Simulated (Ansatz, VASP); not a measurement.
Lu in VASP and in Ansatz

```
Lu
1.0
    -1.96705    1.96705    1.96705
     1.96705   -1.96705    1.96705
     1.96705    1.96705   -1.96705
Lu
1
Direct
  0.00000 0.00000 0.00000
```

Change from the starting cell: volume scaled by 1.02.

Alike in both runs: task single point; functional PBE; k mesh 10 × 10 × 10; occupations fermi-dirac, width 0.05 eV; no spin polarisation.

|  | VASP | Ansatz |
| --- | --- | --- |
| version | VASP 6.6.1 | Ansatz 0.2.0 |
| potentials or method | VASP PAW PBE potentials, release 64 (Lu), cutoff 520 eV | all-electron LAPW, scalar-relativistic |

Ansatz gave:

```
gap on the k mesh at the Fermi level (eV) : none
pressure (GPa)                            : -1.2
```

Task: Which values does VASP return?

Result: gap on the k mesh at the Fermi level (eV): none; pressure (GPa): -0.9.

A gap of «none» marks a metal or a gap that the smearing closes. Ansatz ran all-electron here, and VASP with PAW potentials.

Neither program's run includes spin-orbit coupling.
